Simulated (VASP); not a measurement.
# Nb (Pm-3m) in VASP: a series of runs, part 2 of 2

VASP 6.6.1. Earlier steps stand in the parts before.

### 5 Single point, r2SCAN (volume scaled by 0.96)

Input file POSCAR:

```
Nb
1.0
    2.6728540170      0.0000000000      0.0000000000
    0.0000000000      2.6728540170      0.0000000000
    0.0000000000      0.0000000000      2.6728540170
Nb
1
Direct
    0.0000000000      0.0000000000      0.0000000000
```

Input file INCAR.step1:

```
  PREC = Accurate
  ENCUT = 520
  ISMEAR = -1
  SIGMA = 0.1
  LREAL = False
  LASPH = True
  NELM = 80
  NBANDS = 12
  GGA = PE
  ALGO = Normal
  EDIFF = 1E-4
  LWAVE = True
  LCHARG = False
```

Input file INCAR.step2:

```
  PREC = Accurate
  ENCUT = 520
  EDIFF = 1E-7
  ISMEAR = -1
  SIGMA = 0.1
  LREAL = False
  LASPH = True
  NELM = 80
  ALGO = Normal
  ISIF = 2
  LWAVE = False
  LCHARG = False
  METAGGA = R2SCAN
  LMIXTAU = True
  NBANDS = 12
  ISTART = 1
```

Input file KPOINTS:

```
Automatic mesh
0
Gamma
  13 13 13
```

Potentials or basis: VASP PAW PBE potentials, release 64 (Nb_sv).

Command:

```sh
$ cat potpaw_PBE.64/Nb_sv/POTCAR > POTCAR
$ cp INCAR.step1 INCAR
$ mpirun -np 1 vasp_std > vasp.out
$ cp INCAR.step2 INCAR
$ mpirun -np 1 vasp_std > vasp.out
```

OUTCAR:

```text
PREC = Accurate
   ENCUT = 520
   EDIFF = 1E-7
   ISMEAR = -1
   LREAL = False
   LASPH = True
   NELM = 80
   ISIF = 2
   METAGGA = R2SCAN
   ISTART = 1

 ion  position               nearest neighbor table
   1  0.000  0.000  0.000-

  LATTYP: Found a simple cubic cell.
 ALAT       =     2.6728540170

  Lattice vectors:

 A1 = (   2.6728540170,   0.0000000000,   0.0000000000)
 A2 = (   0.0000000000,   2.6728540170,   0.0000000000)
 A3 = (   0.0000000000,   0.0000000000,   2.6728540170)

Analysis of symmetry for initial positions (statically):
=====================================================================
 Subroutine PRICEL returns:
 Original cell was already a primitive cell.

 Routine SETGRP: Setting up the symmetry group for a
 simple cubic supercell.

 Subroutine GETGRP returns: Found 48 space group operations
 (whereof 48 operations were pure point group operations)
 out of a pool of 48 trial point group operations.

The static configuration has the point symmetry O_h .

Analysis of symmetry for dynamics (positions and initial velocities):
=====================================================================
 Subroutine PRICEL returns:
 Original cell was already a primitive cell.

 Routine SETGRP: Setting up the symmetry group for a
 simple cubic supercell.

 Subroutine GETGRP returns: Found 48 space group operations
 (whereof 48 operations were pure point group operations)
 out of a pool of 48 trial point group operations.

The dynamic configuration has the point symmetry O_h .

 Subroutine INISYM returns: Found 48 space group operations
 (whereof 48 operations are pure point group operations),
 and found     1 'primitive' translations

----------------------------------------------------------------------------------------

                                     Primitive cell

  volume of cell :      19.0953

  direct lattice vectors                    reciprocal lattice vectors
     2.672854017  0.000000000  0.000000000     0.374131918  0.000000000  0.000000000
     0.000000000  2.672854017  0.000000000     0.000000000  0.374131918  0.000000000
     0.000000000  0.000000000  2.672854017     0.000000000  0.000000000  0.374131918

  length of vectors
     2.672854017  2.672854017  2.672854017     0.374131918  0.374131918  0.374131918

  position of ions in fractional coordinates (direct lattice)
     0.000000000  0.000000000  0.000000000

  ion indices of the primitive-cell ions
   primitive index   ion index
                 1           1

----------------------------------------------------------------------------------------

 KPOINTS: Automatic mesh

Automatic generation of k-mesh.
 Grid dimensions read from file:
 generate k-points for:   13   13   13

 Generating k-lattice:

  Cartesian coordinates                     Fractional coordinates (reciprocal lattice)
     0.028779378  0.000000000  0.000000000     0.076923077  0.000000000  0.000000000
     0.000000000  0.028779378  0.000000000     0.000000000  0.076923077  0.000000000
     0.000000000  0.000000000  0.028779378     0.000000000  0.000000000  0.076923077

  Length of vectors
     0.028779378  0.028779378  0.028779378

  Shift w.r.t. Gamma in fractional coordinates (k-lattice)
     0.000000000  0.000000000  0.000000000

 Subroutine IBZKPT returns following result:
 ===========================================

 Found     84 irreducible k-points:

 Following reciprocal coordinates:
            Coordinates               Weight
  0.000000  0.000000  0.000000      1.000000
  0.076923  0.000000  0.000000      6.000000
  0.153846  0.000000  0.000000      6.000000
  0.230769  0.000000  0.000000      6.000000
  0.307692  0.000000  0.000000      6.000000
  0.384615  0.000000  0.000000      6.000000
[... 16 lines left out ...]
  0.307692  0.307692  0.000000     12.000000
  0.384615  0.307692  0.000000     24.000000
 [... further k-points ...]
   k-points           NKPTS =     84   k-points in BZ     NKDIM =     84   number of bands    NBANDS=     12
   number of dos      NEDOS =    301   number of ions     NIONS =      1
   total plane-waves  NPLWV =   8000
   dimension x,y,z NGX =    20 NGY =   20 NGZ =   20
   dimension x,y,z NGXF=    40 NGYF=   40 NGZF=   40
   ions per type =               1
   NGX,Y,Z   is equivalent  to a cutoff of  12.44, 12.44, 12.44 a.u.
   NGXF,Y,Z  is equivalent  to a cutoff of  24.88, 24.88, 24.88 a.u.
 SYSTEM =  unknown system
   PREC   = accura    normal or accurate (medium, high low for compatibility)
   ISTART =      1    job   : 0-new  1-cont  2-samecut
   ICHARG =      0    charge: 1-file 2-atom 10-const
   ISPIN  =      1    spin polarized calculation?
   LNONCOLLINEAR =      F non collinear calculations
   LSORBIT =      F    spin-orbit coupling
   LASPH  =      T    aspherical Exc in radial PAW
   ENCUT  =  520.0 eV  38.22 Ry    6.18 a.u.   4.97  4.97  4.97*2*pi/ulx,y,z
   NELM   =     80;   NELMIN=  2; NELMDL=  0     # of ELM steps
   EDIFF  = 0.1E-06   stopping-criterion for ELM
   LREAL  =      F    real-space projection
   EDIFFG = 0.1E-05   stopping-criterion for IOM
   NSW    =      0    number of steps for IOM
   IBRION =     -1    ionic relax: 0-MD 1-quasi-New 2-CG
   NFREE  =      0    steps in history (QN), initial steepest desc. (CG)
   ISIF   =      2    stress and relaxation
   ISYM   =      2    0-nonsym 1-usesym 2-fastsym
   POTIM  = 0.5000    time-step for ionic-motion
   TEBEG  =    0.0;   TEEND  =   0.0 temperature during run
   PSTRESS=    0.0 pullay stress
   NELECT =      13.0000    total number of electrons
   NUPDOWN=      -1.0000    fix difference up-down
   EMIN   =  10.00;   EMAX   =-10.00  energy-range for DOS
   EFERMI =   0.00;   METHOD = LEGACY
   ISMEAR =    -1;   SIGMA  =   0.10  broadening in eV -4-tet -1-fermi 0-gaus
   EFERMI_NEDOS =   21; number of points for ismear=-14 and -15
   IALGO  =     38    algorithm
   IMIX   =      4    mixing-type and parameters
     AMIX     =   0.40;   BMIX     =  1.00
     AMIX_MAG =   1.60;   BMIX_MAG =  1.00
  volume/ion in A,a.u.               =      19.10       128.86
  Fermi-wavevector in a.u.,A,eV,Ry     =   1.440171  2.721528 28.219739  2.074092
  Thomas-Fermi vector in A             =   2.558945
   LORBIT       =      0    0 simple, 1 ext, 2 COOP (PROOUT), +10 PAW based schemes
   METAGGA = R2SCAN    functional components
   LHFCALC =     F    Hartree Fock is set to
   AEXX    =    0.0000 exact exchange contribution
   IVDW    =     0    specifies the selected vdW correction
   LEPSILON=     F    determine dielectric tensor
   LRPA    =     F    only Hartree local field effects (RPA)
 non-spin polarized calculation
  energy-cutoff  :      520.00
  volume of cell :       19.10
 maximum number of plane-waves:       525
 NGX is ok and might be reduce to    20
   NGX =  9   NGY =  9   NGZ =  9

 number of electron      13.0000000 magnetization

 Free energy of the ion-electron system (eV)
  ---------------------------------------------------
  ext. energy  EPLUGINS =         0.00000000
  ---------------------------------------------------
  free energy    TOTEN  =       -23.84019475 eV

  energy without entropy =      -23.81440051  energy(sigma->0) =      -23.82729763

 E-fermi :  10.5211     XC(G=0): -13.1351

 val. band max:       10.4393237525   @ k =   0.3846   0.0769   0.0000
 cond. band min:      10.5339179410   @ k =   0.4615   0.3077   0.2308
 fundamental gap:      0.0945941885
 Fermi energy:        10.5210660797

 k-point     1 :       0.0000    0.0000    0.0000
  band No.  band energies     occupation
      1     -45.9815      2.00000
      2     -20.3886      2.00000
      3     -20.3886      2.00000
      4     -20.3886      2.00000
      5       4.4550      2.00000
      6       7.2551      2.00000
      7       7.2551      2.00000
      8      16.2442      0.00000
      9      16.2442      0.00000
     10      16.2442      0.00000
     11      26.5254      0.00000
     12      26.5254      0.00000

 k-point     2 :       0.0769    0.0000    0.0000
  band No.  band energies     occupation
      1     -45.9678      2.00000
      2     -20.5007      2.00000
      3     -20.3793      2.00000
      4     -20.3793      2.00000
      5       4.6423      2.00000
      6       7.3058      2.00000
      7       7.4723      2.00000
      8      15.9483      0.00000
      9      15.9483      0.00000
     10      16.2643      0.00000
     11      25.5864      0.00000
     12      26.9211      0.00000
[... 316 lines left out ...]
 k-point    24 :       0.3846    0.3077    0.0000
  band No.  band energies     occupation
      1     -45.6072      2.00000
      2     -21.7923      2.00000
      3     -21.4216      2.00000
      4     -20.1404      2.00000
      5       7.2163      2.00000
      6       8.7091      2.00000
      7      12.6764      0.00000
      8      13.4576      0.00000
      9      14.1866      0.00000
     10      14.5056      0.00000
     11      21.0281      0.00000
     12      25.6040      0.00000

 [... further k-points ...]
[... 5 lines left out ...]
  --------------------------------------------------------------------------------------
  -------------------------------------------------------------------------------------
  Total        0.6320893      0.6320893      0.6320893      0.0000000     -0.0000000      0.0000000
  in kB       53.0350903     53.0350903     53.0350903      0.0000000     -0.0000000      0.0000000
  external PRESSURE =      53.0350903 kB  Pullay stress =       0.0000000 kB

 VOLUME and BASIS-vectors are now :
 -----------------------------------------------------------------------------
  energy-cutoff  :      520.00
  volume of cell :       19.10
      direct lattice vectors                 reciprocal lattice vectors
     2.672854017  0.000000000  0.000000000     0.374131918  0.000000000  0.000000000
     0.000000000  2.672854017  0.000000000     0.000000000  0.374131918  0.000000000
     0.000000000  0.000000000  2.672854017     0.000000000  0.000000000  0.374131918

 POSITION                                       TOTAL-FORCE (eV/Angst)
 -----------------------------------------------------------------------------------
      0.00000      0.00000      0.00000         0.000000      0.000000      0.000000
 -----------------------------------------------------------------------------------
    total drift:                                0.000000      0.000000      0.000000

  FREE ENERGIE OF THE ION-ELECTRON SYSTEM (eV)
  ---------------------------------------------------
  free  energy   TOTEN  =       -23.8401947460 eV

  energy  without entropy=      -23.8144005112  energy(sigma->0) =      -23.82729763
```

OUTCAR.step1:

```text
PREC = Accurate
   ENCUT = 520
   ISMEAR = -1
   LREAL = False
   LASPH = True
   NELM = 80
[... 575 lines left out ...]
 POSITION                                       TOTAL-FORCE (eV/Angst)
 -----------------------------------------------------------------------------------
      0.00000      0.00000      0.00000         0.000000      0.000000      0.000000
 -----------------------------------------------------------------------------------
    total drift:                                0.000000      0.000000      0.000000

  FREE ENERGIE OF THE ION-ELECTRON SYSTEM (eV)
  ---------------------------------------------------
  free  energy   TOTEN  =        -9.2352482237 eV

  energy  without entropy=       -9.2054413712  energy(sigma->0) =       -9.22034480
```

OSZICAR.step1:

```text
N       E                     dE             d eps       ncg     rms          rms(c)
DAV:   1     0.118442212436E+03    0.11844E+03   -0.71817E+03  2032   0.107E+03
DAV:   2    -0.442536186653E+01   -0.12287E+03   -0.11749E+03  2156   0.385E+02
DAV:   3    -0.914868151074E+01   -0.47233E+01   -0.44806E+01  2876   0.662E+01
DAV:   4    -0.947233465832E+01   -0.32365E+00   -0.32139E+00  2904   0.156E+01
DAV:   5    -0.948430385367E+01   -0.11969E-01   -0.11945E-01  2936   0.246E+00    0.693E+00
DAV:   6    -0.923936909923E+01    0.24493E+00   -0.44020E-01  3220   0.818E+00    0.267E+00
DAV:   7    -0.922786742610E+01    0.11502E-01   -0.11681E-01  3356   0.423E+00    0.912E-01
DAV:   8    -0.923516881475E+01   -0.73014E-02   -0.13494E-02  2308   0.148E+00    0.418E-02
DAV:   9    -0.923523964739E+01   -0.70833E-04   -0.12277E-03  3152   0.264E-01    0.653E-02
DAV:  10    -0.923524822372E+01   -0.85763E-05   -0.18720E-05  1444   0.482E-02
   1 F= -.92352482E+01 E0= -.92203448E+01  d E =-.298069E-01
```

Run time: 38 s. Hardware: 1 thread of Intel Xeon 6975P-C, shared host; peak memory 0.14 GiB.

What came out:

| Property | Result |
| --- | --- |
| Free energy | -23.8402 eV |
| Pressure | 5.3 GPa |

Levels at points of the mesh, in eV from the Fermi level:
| k point | band 5 | band 6 | band 7 | band 8 | band 9 | band 10 |
| --- | --- | --- | --- | --- | --- | --- |
| (0.00, 0.00, 0.00) | -6.07 | -3.27 | -3.27 | 5.72 | 5.72 | 5.72 |

Caveat: the PAW data sets were made with another functional, which shifts forces and pressure a little.

### 6 Summary

```tsv
spin	cell	smearing	gap on the mesh (eV)	pressure (GPa)
collinear, ferromagnetic start	a = 2.813 Å, 1 atom	fermi-dirac 0.05 eV	none	-12.8
off	a = 2.596 Å, 1 atom	fermi-dirac 0.1 eV	none	21.6
off	a = 2.635 Å, 1 atom	fermi-dirac 0.1 eV	none	12.6
off	a = 2.673 Å, 1 atom	fermi-dirac 0.1 eV	none	5.3
```

Alike in all rows: task single point; level r2SCAN; potentials or basis VASP PAW PBE potentials, release 64 (Nb_sv); k mesh 13 × 13 × 13; cutoff (eV) 520.

Caveats: the PAW data sets were made with another functional, which shifts forces and pressure a little.

Total energies depend on the potentials used, so only differences within one code and one set of settings carry meaning.
